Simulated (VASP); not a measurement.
Input of a VASP 6.6.1 run:

INCAR

```
SYSTEM = ZnSe
PREC = Accurate
ENCUT = 520
EDIFF = 1E-6
ISMEAR = 0
SIGMA = 0.05
LREAL = .False.
LASPH = .True.
NELM = 100
ALGO = Normal
ISIF = 2
LWAVE = .False.
LCHARG = .False.
GGA = PS
NBANDS = 26
```

KPOINTS

```
regular mesh
0
Gamma
  8 8 6
  0 0 0
```

File POSCAR:

```
ZnSe
1.0
    4.1670000000      0.0000000000      0.0000000000
    0.0000000000      4.1670000000      0.0000000000
    0.0000000000      0.0000000000      5.1969000000
Zn Se
2 2
Direct
    0.0000000000      0.0000000000      0.0000000000
    0.5000000000      0.5000000000      0.0000000000
    0.0000000000      0.5000000000      0.2681677050
    0.5000000000      0.0000000000      0.7318322950
```

Potentials or basis: VASP PAW PBE potentials, release 64 (Zn, Se).

The run is started by

```console
$ cat potpaw_PBE.64/Zn/POTCAR potpaw_PBE.64/Se/POTCAR > POTCAR
$ mpirun -np 1 vasp_std > vasp.out
```

Question: What does it give for the largest force?

Answer: 0.238 eV/Å.

Question: Predict the band gap on the k mesh.

Answer: 1.08 eV, direct.

Question: What does it give for the pressure?

Answer: -0.6 GPa.

Forces in eV/Å, atoms in the order of the input:
```
Zn   0.000  0.000  0.000
Zn   0.000  0.000  0.000
Se   0.000  0.000  0.238
Se   0.000  0.000 -0.238
```

Caveat: the PAW data sets were made with another functional, which shifts forces and pressure a little. A hybrid or GW would open this gap; PBEsol tends to underestimate it.
